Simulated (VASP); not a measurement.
A run of VASP 6.6.1 is set up as follows.

Contents of INCAR:

```
SYSTEM = Sn2O
PREC = Accurate
ENCUT = 520
EDIFF = 1E-6
ISMEAR = -1
SIGMA = 0.06122561905347299
LREAL = .False.
LASPH = .True.
NELM = 60
ALGO = Normal
ISIF = 2
LWAVE = .False.
LCHARG = .True.
GGA = PE
LELF = .True.
LVHAR = .True.
NBANDS = 24
```

Contents of KPOINTS:

```
regular mesh
0
Gamma
  30 30 30
  0 0 0
```

File POSCAR:

```
Sn2O
1.0
    0.0000000000      3.2074078028      3.2074078028
    3.2074078028      0.0000000000      3.2074078028
    3.2074078028      3.2074078028      0.0000000000
Sn O
2 1
Direct
    0.2500000000      0.2500000000      0.2500000000
    0.7500000000      0.7500000000      0.7500000000
    0.0000000000      0.0000000000      0.0000000000
```

Potentials or basis: VASP PAW PBE potentials, release 64 (Sn_d, O).

The run is started by

```bash
$ cat potpaw_PBE.64/Sn_d/POTCAR potpaw_PBE.64/O/POTCAR > POTCAR
$ mpirun -np 1 vasp_std > vasp.out
```

What does it give for the pressure?

-2.3 GPa.

Predict the band gap on the k mesh.

zero (bands 17 and 18 overlap by 1.25 eV).

Caveat: spin-orbit coupling is left out, which moves the levels of the heavy elements.
